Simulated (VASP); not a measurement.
A run of VASP 6.6.1 is set up as follows.

INCAR

```
  PREC = Accurate
  ENCUT = 520
  EDIFF = 1E-6
  ISMEAR = -1
  SIGMA = 0.1
  LREAL = False
  LASPH = True
  NELM = 60
  ALGO = Normal
  ISIF = 2
  LWAVE = False
  LCHARG = False
  GGA = PE
  NBANDS = 17
```

Contents of KPOINTS:

```
regular mesh
0
Gamma
  12 8 12
```

The input POSCAR:

```
Pd
1.0
   -1.9730522003      1.9730522003      0.0000000000
    0.0000000000      0.0000000000      3.9461044005
    1.9730522003      1.9730522003      0.0000000000
Pd
2
Direct
    0.0000000000      0.0000000000      0.0000000000
    0.5000000000      0.5000000000      0.5000000000
```

Potentials or basis: VASP PAW PBE potentials, release 64 (Pd).

Command:

```sh
$ cat potpaw_PBE.64/Pd/POTCAR > POTCAR
$ mpirun -np 1 vasp_std > vasp.out
```

Question: What does it give for the pressure?

Answer: -0.4 GPa.

Question: What does it give for the band gap on the k mesh?

Answer: Zero (bands 10 and 11 overlap by 1.02 eV).
